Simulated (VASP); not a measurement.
# Ga3BAs2 (P6/mmm) in VASP: a series of runs, part 2 of 2

VASP 6.6.1. The steps go on from the part before.

## 3. Single point, PBE

This run uses another cell than the first one, of 22.71 Å³/atom.

INCAR reads:

```
SYSTEM = Ga3BAs2
  PREC = Accurate
  ENCUT = 520
  EDIFF = 1E-6
  ISMEAR = 0
  SIGMA = 0.1
  LREAL = .FALSE.
  LASPH = .TRUE.
  NELM = 100
  ALGO = Normal
  ISIF = 2
  LWAVE = .FALSE.
  LCHARG = .FALSE.
  GGA = PE
  NBANDS = 35
```

KPOINTS reads:

```
Automatic mesh
0
G
  3 3 6
  0 0 0
```

POSCAR reads:

```
Ga3BAs2
1.0
    6.5380773861      0.0000000032      0.0000000000
   -3.2690386958      5.6621411067      0.0000000000
    0.0000000000      0.0000000000      3.6807843522
Ga B As
3 1 2
Direct
    0.5000000000      0.0000000000      0.5000000000
    0.5000000000      0.5000000000      0.5000000000
    0.0000000000      0.5000000000      0.5000000000
    0.0000000000      0.0000000000      0.0000000000
    0.3333333333      0.6666666667      0.0000000000
    0.6666666667      0.3333333333      0.0000000000
```

Potentials or basis: VASP PAW PBE potentials, release 64 (Ga_d, B, As).

Run with:

```
cat potpaw_PBE.64/Ga_d/POTCAR potpaw_PBE.64/B/POTCAR potpaw_PBE.64/As/POTCAR > POTCAR
mpirun -np 1 vasp_std > vasp.out
```

OUTCAR:

```text
SYSTEM = Ga3BAs2
   PREC = Accurate
   ENCUT = 520
   EDIFF = 1E-6
   ISMEAR = 0
   LREAL = .FALSE.
   LASPH = .TRUE.
   NELM = 100
   ISIF = 2
   GGA = PE

 ion  position               nearest neighbor table
   1  0.500  0.000  0.500-   5 2.64   6 2.64   5 2.64   6 2.64
   2  0.500  0.500  0.500-   5 2.64   6 2.64   5 2.64   6 2.64
   3  0.000  0.500  0.500-   5 2.64   6 2.64   5 2.64   6 2.64
   4  0.000  0.000  0.000-
   5  0.333  0.667  0.000-   3 2.64   3 2.64   1 2.64   1 2.64   2 2.64   2 2.64
   6  0.667  0.333  0.000-   3 2.64   3 2.64   1 2.64   1 2.64   2 2.64   2 2.64

  LATTYP: Found a hexagonal cell.
 ALAT       =     6.5380773861
 C/A-ratio  =     0.5629765656

  Lattice vectors:

 A1 = (   6.5380773861,   0.0000000032,   0.0000000000)
 A2 = (  -3.2690386958,   5.6621411067,   0.0000000000)
 A3 = (   0.0000000000,   0.0000000000,   3.6807843522)

Analysis of symmetry for initial positions (statically):
=====================================================================
 Subroutine PRICEL returns:
 Original cell was already a primitive cell.

 Routine SETGRP: Setting up the symmetry group for a
 hexagonal supercell.

 Subroutine GETGRP returns: Found 24 space group operations
 (whereof 24 operations were pure point group operations)
 out of a pool of 24 trial point group operations.

The static configuration has the point symmetry D_6h.

Analysis of symmetry for dynamics (positions and initial velocities):
=====================================================================
 Subroutine PRICEL returns:
 Original cell was already a primitive cell.

 Routine SETGRP: Setting up the symmetry group for a
 hexagonal supercell.

 Subroutine GETGRP returns: Found 24 space group operations
 (whereof 24 operations were pure point group operations)
 out of a pool of 24 trial point group operations.

The dynamic configuration has the point symmetry D_6h.

 Subroutine INISYM returns: Found 24 space group operations
 (whereof 24 operations are pure point group operations),
 and found     1 'primitive' translations

----------------------------------------------------------------------------------------

                                     Primitive cell

  volume of cell :     136.2609

  direct lattice vectors                    reciprocal lattice vectors
     6.538077386  0.000000003  0.000000000     0.152950163  0.088305818  0.000000000
    -3.269038696  5.662141107  0.000000000    -0.000000000  0.176611635  0.000000000
     0.000000000  0.000000000  3.680784352     0.000000000  0.000000000  0.271681225

  length of vectors
     6.538077386  6.538077386  3.680784352     0.176611635  0.176611635  0.271681225

  position of ions in fractional coordinates (direct lattice)
     0.500000000  0.000000000  0.500000000
     0.500000000  0.500000000  0.500000000
     0.000000000  0.500000000  0.500000000
     0.000000000  0.000000000  0.000000000
     0.333333333  0.666666667  0.000000000
     0.666666667  0.333333333  0.000000000

  ion indices of the primitive-cell ions
   primitive index   ion index
                 1           1
                 2           2
                 3           3
                 4           4
                 5           5
                 6           6

[... 34 lines left out ...]
  0.000000  0.000000  0.333333      2.000000
  0.333333  0.000000  0.333333     12.000000
  0.333333  0.333333  0.333333      4.000000
  0.000000  0.000000  0.500000      1.000000
  0.333333  0.000000  0.500000      6.000000
  0.333333  0.333333  0.500000      2.000000
   k-points           NKPTS =     12   k-points in BZ     NKDIM =     12   number of bands    NBANDS=     35
   number of dos      NEDOS =    301   number of ions     NIONS =      6
   total plane-waves  NPLWV =  70000
   dimension x,y,z NGX =    50 NGY =   50 NGZ =   28
   dimension x,y,z NGXF=   100 NGYF=  100 NGZF=   56
   ions per type =               3   1   2
   NGX,Y,Z   is equivalent  to a cutoff of  12.71, 12.71, 12.65 a.u.
   NGXF,Y,Z  is equivalent  to a cutoff of  25.43, 25.43, 25.29 a.u.
 SYSTEM =  Ga3BAs2
   PREC   = accura    normal or accurate (medium, high low for compatibility)
   ISTART =      0    job   : 0-new  1-cont  2-samecut
   ICHARG =      2    charge: 1-file 2-atom 10-const
   ISPIN  =      1    spin polarized calculation?
   LNONCOLLINEAR =      F non collinear calculations
   LSORBIT =      F    spin-orbit coupling
   LASPH  =      T    aspherical Exc in radial PAW
   ENCUT  =  520.0 eV  38.22 Ry    6.18 a.u.  12.16 12.16  6.84*2*pi/ulx,y,z
   NELM   =    100;   NELMIN=  2; NELMDL= -5     # of ELM steps
   EDIFF  = 0.1E-05   stopping-criterion for ELM
   LREAL  =      F    real-space projection
   EDIFFG = 0.1E-04   stopping-criterion for IOM
   NSW    =      0    number of steps for IOM
   IBRION =     -1    ionic relax: 0-MD 1-quasi-New 2-CG
   NFREE  =      0    steps in history (QN), initial steepest desc. (CG)
   ISIF   =      2    stress and relaxation
   ISYM   =      2    0-nonsym 1-usesym 2-fastsym
   POTIM  = 0.5000    time-step for ionic-motion
   TEBEG  =    0.0;   TEEND  =   0.0 temperature during run
   PSTRESS=    0.0 pullay stress
   NELECT =      52.0000    total number of electrons
   NUPDOWN=      -1.0000    fix difference up-down
   EMIN   =  10.00;   EMAX   =-10.00  energy-range for DOS
   EFERMI =   0.00;   METHOD = LEGACY
   ISMEAR =     0;   SIGMA  =   0.10  broadening in eV -4-tet -1-fermi 0-gaus
   EFERMI_NEDOS =   21; number of points for ismear=-14 and -15
   IALGO  =     38    algorithm
   IMIX   =      4    mixing-type and parameters
     AMIX     =   0.40;   BMIX     =  1.00
     AMIX_MAG =   1.60;   BMIX_MAG =  1.00
  volume/ion in A,a.u.               =      22.71       153.26
  Fermi-wavevector in a.u.,A,eV,Ry     =   1.187460  2.243974 19.185041  1.410061
  Thomas-Fermi vector in A             =   2.323611
   LORBIT       =      0    0 simple, 1 ext, 2 COOP (PROOUT), +10 PAW based schemes
   GGA     = PE    functional components
   LHFCALC =     F    Hartree Fock is set to
   AEXX    =    0.0000 exact exchange contribution
   IVDW    =     0    specifies the selected vdW correction
   LEPSILON=     F    determine dielectric tensor
   LRPA    =     F    only Hartree local field effects (RPA)
 non-spin polarized calculation
 Gauss-broadening in eV      SIGMA  =   0.10
  energy-cutoff  :      520.00
  volume of cell :      136.26
 maximum number of plane-waves:      3696
 NGX is ok and might be reduce to    50
   NGX = 25   NGY = 25   NGZ = 13

 number of electron      52.0000016 magnetization

 Free energy of the ion-electron system (eV)
  ---------------------------------------------------
  ext. energy  EPLUGINS =         0.00000000
  ---------------------------------------------------
  free energy    TOTEN  =       -19.08636472 eV

  energy without entropy =      -19.06805223  energy(sigma->0) =      -19.07720848

 E-fermi :   3.5121     XC(G=0):  -9.4696

 val. band max:        3.4577661043   @ k =   0.0000   0.0000   0.0000
 cond. band min:       3.5790200183   @ k =   0.3333   0.0000   0.1667
 fundamental gap:      0.1212539140
 Fermi energy:         3.5120768423

 k-point     1 :       0.0000    0.0000    0.0000
  band No.  band energies     occupation
      1     -11.7730      2.00000
      2     -11.6378      2.00000
      3     -11.6294      2.00000
      4     -11.6294      2.00000
      5     -11.6045      2.00000
      6     -11.6021      2.00000
[... 445 lines left out ...]
     34       6.8266      0.00000
     35       8.4024      0.00000

------------------------ aborting loop because EDIFF is reached ----------------------------------------

  FORCE on cell =-STRESS in cart. coord.  units (eV):
  Direction    XX          YY          ZZ          XY          YZ          ZX
  --------------------------------------------------------------------------------------
  -------------------------------------------------------------------------------------
  Total        0.3389565      0.3389565      0.2608396      0.0000000      0.0000000      0.0000000
  in kB        3.9855059      3.9855059      3.0669940      0.0000000      0.0000000      0.0000000
  external PRESSURE =       3.6793352 kB  Pullay stress =       0.0000000 kB

 VOLUME and BASIS-vectors are now :
 -----------------------------------------------------------------------------
  energy-cutoff  :      520.00
  volume of cell :      136.26
      direct lattice vectors                 reciprocal lattice vectors
     6.538077386  0.000000003  0.000000000     0.152950163  0.088305818  0.000000000
    -3.269038696  5.662141107  0.000000000    -0.000000000  0.176611635  0.000000000
     0.000000000  0.000000000  3.680784352     0.000000000  0.000000000  0.271681225

 POSITION                                       TOTAL-FORCE (eV/Angst)
 -----------------------------------------------------------------------------------
      3.26904      0.00000      1.84039        -0.000000      0.000000      0.000000
      1.63452      2.83107      1.84039        -0.000000      0.000000      0.000000
     -1.63452      2.83107      1.84039         0.000000      0.000000      0.000000
      0.00000      0.00000      0.00000         0.000000      0.000000      0.000000
     -0.00000      3.77476      0.00000         0.000000     -0.000000     -0.000000
      3.26904      1.88738      0.00000        -0.000000      0.000000      0.000000
 -----------------------------------------------------------------------------------
    total drift:                               -0.000000     -0.000000      0.000000

  FREE ENERGIE OF THE ION-ELECTRON SYSTEM (eV)
  ---------------------------------------------------
  free  energy   TOTEN  =       -19.0863647233 eV

  energy  without entropy=      -19.0680522281  energy(sigma->0) =      -19.07720848
```

Run time: 55 s. Hardware: 1 thread of Intel Xeon Platinum 8259CL at 2.50GHz (Skylake/Cascade Lake), shared host; peak memory 0.27 GiB.

Results:

| Property | Result |
| --- | --- |
| Free energy | -19.0864 eV |
| Pressure | 0.4 GPa |
| Band gap on the k mesh | zero (bands 26 and 27 overlap by 1.42 eV) |

Stress tensor (GPa, compression positive):
```
0.40 0.00 0.00
0.00 0.40 0.00
0.00 0.00 0.31
```

Caveat: the k points lie up to 0.37 Å⁻¹ apart, too coarse for converged energies and pressures of a metal.

## 4. Relaxation of cell and atoms, PBE

INCAR reads:

```
PREC     = Accurate       # precision mode
ENCUT    = 600            # plane-wave cutoff, eV
EDIFF    = 1E-6           # SCF threshold, eV
ISMEAR   = 0              # smearing method
SIGMA    = 0.1            # smearing width, eV
LREAL    = False          # projectors in reciprocal space
LASPH    = True           # aspherical terms in the spheres
NELM     = 80             # most SCF steps
ALGO     = Normal         # electronic algorithm
ISIF     = 3              # what is computed and relaxed
LWAVE    = False          # write WAVECAR
LCHARG   = False          # write CHGCAR
GGA      = PE             # functional
IBRION   = 2              # ionic algorithm
NSW      = 90             # ionic steps
EDIFFG   = -0.04          # ionic threshold
```

KPOINTS reads:

```
Automatic mesh
0
Gamma
  3 3 6
```

POSCAR reads:

```
Ga3BAs2
1.0
    5.9462690300      0.0000000000      0.0000000000
   -2.9731345200      5.1496200400      0.0000000000
    0.0000000000      0.0000000000      3.4063883000
Ga B As
3 1 2
Direct
    0.5000000000      0.0000000000      0.5000000000
    0.5000000000      0.5000000000      0.5000000000
    0.0000000000      0.5000000000      0.5000000000
    0.0000000000      0.0000000000      0.0000000000
    0.3333333300      0.6666666700      0.0000000000
    0.6666666700      0.3333333300      0.0000000000
```

Run with:

```
cat potpaw_PBE.64/Ga_d/POTCAR potpaw_PBE.64/B/POTCAR potpaw_PBE.64/As/POTCAR > POTCAR
mpirun -np 1 vasp_std > vasp.out
```

It took 5.2 min on 1 thread of Intel Xeon Platinum 8259CL at 2.50GHz (Skylake/Cascade Lake), shared host; peak memory 0.27 GiB.

The run converged. Its results:

```
Free energy                           : -19.0840 eV
Relaxed volume                        : 23.07 Å³/atom
Relaxed cell                          : a = 6.589 Å, b = 6.589 Å, c = 3.681 Å, α = 90.00°, β = 90.00°, γ = 120.00°
Space group after relaxing (to 0.1 Å) : P6/mmm (No. 191)
Energy gained by relaxing             : 286.8 meV/atom
Ionic steps                           : 10
Pressure after relaxing               : -0.2 GPa
Band gap on the k mesh                : zero (bands 26 and 27 overlap by 1.43 eV)
```

Stress tensor (GPa, compression positive):
```
-0.24  0.00  0.00
 0.00 -0.24  0.00
 0.00  0.00 -0.16
```

Step by step:
```csv
step,energy change (eV),largest force (eV/Å),pressure (GPa),volume (Å³)
1,0.0000,0.0000,21.77,104.31
2,-1.6268,0.0000,-2.38,144.14
3,-1.7007,0.0000,0.27,134.81
4,-1.7011,0.0000,0.05,135.48
5,-1.7049,0.0000,0.08,135.68
6,-1.7161,0.0000,0.21,136.27
7,-1.7141,0.0000,0.24,137.33
8,-1.7209,0.0000,0.24,136.79
9,-1.7209,0.0000,0.26,136.76
10,-1.7208,0.0000,-0.22,138.41
```

Final structure:
```yaml
crystal:
  lattice:
    - [6.58899, 0.00000, 0.00000]
    - [-3.29449, 5.70623, 0.00000]
    - [0.00000, 0.00000, 3.68130]
  atoms:
    - { symbol: Ga, position: [0.50000, 0.00000, 0.50000] }
    - { symbol: Ga, position: [0.50000, 0.50000, 0.50000] }
    - { symbol: Ga, position: [0.00000, 0.50000, 0.50000] }
    - { symbol: B, position: [0.00000, 0.00000, 0.00000] }
    - { symbol: As, position: [0.33333, 0.66667, 0.00000] }
    - { symbol: As, position: [0.66667, 0.33333, 0.00000] }
```

Levels at points of the mesh, in eV from the Fermi level:
| k point | band 22 | band 23 | band 24 | band 25 | band 26 | band 27 | band 28 | band 29 | band 30 | band 31 |
| --- | --- | --- | --- | --- | --- | --- | --- | --- | --- | --- |
| (0.00, 0.00, 0.00) | -3.52 | -2.18 | -1.93 | -0.01 | 0.62 | 0.62 | 2.20 | 2.27 | 3.46 | 3.46 |
| (0.00, 0.00, 0.50) | -4.08 | -4.00 | -4.00 | -1.22 | -1.22 | -0.43 | -0.12 | -0.12 | 1.62 | 1.62 |

Caveat: the k points lie up to 0.37 Å⁻¹ apart in the final cell, too coarse for converged energies and pressures of a metal; the volume moved by over 15 % at a fixed basis, so the end points are rough.

## 5. Overview

| task | cell | cutoff (eV) | gap on the mesh (eV) | pressure (GPa) |
| --- | --- | --- | --- | --- |
| single point | a = 5.946, b = 5.946, c = 3.406 Å, angles 90.0, 90.0, 120.0°, 6 atoms | 520 | none | 21.8 |
| single point | a = 6.538, b = 6.538, c = 3.681 Å, angles 90.0, 90.0, 120.0°, 6 atoms | 520 | none | 0.4 |
| relaxation of cell and atoms | relaxed from a = 5.946, b = 5.946, c = 3.406 Å, angles 90.0, 90.0, 120.0°, 6 atoms | 600 | none | -0.2 |

Alike in all rows: level PBE; potentials or basis VASP PAW PBE potentials, release 64 (Ga_d, B, As); no spin polarisation; k mesh 3 × 3 × 6; smearing gaussian 0.1 eV.

Caveats: all runs use coarse meshes; the volume moved by over 15 % at a fixed basis, so the end points are rough (at least some runs).

Absolute energies hang on the potentials; compare differences alone.

The gap in the log of VASP goes by the Fermi energy; the results here count the filled bands.